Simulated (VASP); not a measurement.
Write the native input for VASP 6.6.1 that does the following.

- Task: single point
- Functional: r2SCAN
- Potentials or basis: VASP PAW PBE potentials, release 64 (Mo_sv)
- Cutoff: 520 eV
- k mesh: 16 × 16 × 16
- Occupations: gaussian, width 0.1 eV
- Spin: no spin polarisation
- Dipole correction: no
- Further INCAR settings: ALGO = Normal; EDIFF = 1e-07; NBANDS = 21

Crystal: Mo.

```xyz
2
Lattice="3.0244 0.0000 0.0000 0.0000 3.0244 0.0000 0.0000 0.0000 3.0244" Properties=species:S:1:pos:R:3 pbc="T T T"
Mo    0.0000    0.0000    0.0000
Mo    1.5122    1.5122    1.5122
```

This cell differs from its parent crystal: equal strain along all axes, cell held: -4.0 %.

One way to write it, as run:

POSCAR

```
Mo
1.0
    3.0244130804      0.0000000000      0.0000000000
    0.0000000000      3.0244130804      0.0000000000
    0.0000000000      0.0000000000      3.0244130804
Mo
2
Direct
    0.0000000000      0.0000000000      0.0000000000
    0.5000000000      0.5000000000      0.5000000000
```

INCAR.step1

```
PREC     = Accurate       # precision mode
ENCUT    = 520            # plane-wave cutoff, eV
ISMEAR   = 0              # smearing method
SIGMA    = 0.1            # smearing width, eV
LREAL    = False          # projectors in reciprocal space
LASPH    = True           # aspherical terms in the spheres
NELM     = 60             # most SCF steps
NBANDS   = 21             # bands
GGA      = PE             # functional
ALGO     = Normal         # electronic algorithm
EDIFF    = 1E-4           # SCF threshold, eV
LWAVE    = True           # write WAVECAR
LCHARG   = False          # write CHGCAR
```

INCAR.step2

```
PREC     = Accurate       # precision mode
ENCUT    = 520            # plane-wave cutoff, eV
EDIFF    = 1E-7           # SCF threshold, eV
ISMEAR   = 0              # smearing method
SIGMA    = 0.1            # smearing width, eV
LREAL    = False          # projectors in reciprocal space
LASPH    = True           # aspherical terms in the spheres
NELM     = 60             # most SCF steps
ALGO     = Normal         # electronic algorithm
ISIF     = 2              # what is computed and relaxed
LWAVE    = False          # write WAVECAR
LCHARG   = True           # write CHGCAR
METAGGA  = R2SCAN         # meta-GGA
LMIXTAU  = True         
LELF     = True           # ELF
LVHAR    = True         
NBANDS   = 21             # bands
ISTART   = 1
```

KPOINTS

```
Automatic mesh
0
Gamma
  16 16 16
```

Potentials or basis: VASP PAW PBE potentials, release 64 (Mo_sv).

Launch:

```console
$ cat potpaw_PBE.64/Mo_sv/POTCAR > POTCAR
$ cp INCAR.step1 INCAR
$ mpirun -np 1 vasp_std > vasp.out
$ cp INCAR.step2 INCAR
$ mpirun -np 1 vasp_std > vasp.out
```

It gave:

* Pressure: 44.8 GPa
* Band gap on the k mesh: zero (bands 14 and 15 overlap by 2.98 eV)

Caveat: the cell differs from its parent crystal (equal strain along all axes, cell held: -4.0 %); the cell stands under pressure; the PAW data sets were made with another functional, which shifts forces and pressure a little.

It took 3.4 min on 1 thread of AMD EPYC 7R13 Processor (Zen 3), with other jobs on the host, peak memory 0.17 GiB.
